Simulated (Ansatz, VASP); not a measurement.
**Ga: VASP beside Ansatz**

```
CELL_PARAMETERS angstrom
2.24021 -3.79675 0.00000
2.24021 3.79675 0.00000
0.00000 0.00000 4.48639
ATOMIC_POSITIONS crystal
Ga 0.15250 0.84750 0.07850
Ga 0.65250 0.34750 0.42150
Ga 0.84750 0.15250 0.92150
Ga 0.34750 0.65250 0.57850
```

Change from the starting cell: volume scaled by 0.98, PAW files.

Alike in both runs: task electric field gradients; functional PBE; k mesh 9 × 9 × 8; occupations fermi-dirac, width 0.05 eV; no spin polarisation.

|  | VASP | Ansatz |
| --- | --- | --- |
| version | VASP 6.6.1 | Ansatz 0.2.0 |
| potentials or method | VASP PAW PBE potentials, release 64 (Ga_d) | PAW with Ansatz's default frozen-core files, scalar-relativistic |
| plane-wave cutoff (eV) | 520 | 420 |
| valence electrons in the cell | 52 | 52 |

```csv
,VASP,Ansatz,Ansatz less VASP
pressure (GPa),3.7,3.6,-0.15
"traceless stress, the component that is largest in VASP (GPa)",1.84,1.82,-0.023
rms of the force components (eV/Å),0.259,0.260,+0.0011
size of Vzz on the site where it differs most (V/Å²),53.1,55.6,+2.49
```

Atom by atom the forces differ by 0.001 eV/Å (rms over components). The functional is the same, so the differences come from potentials, cutoffs and numerics.
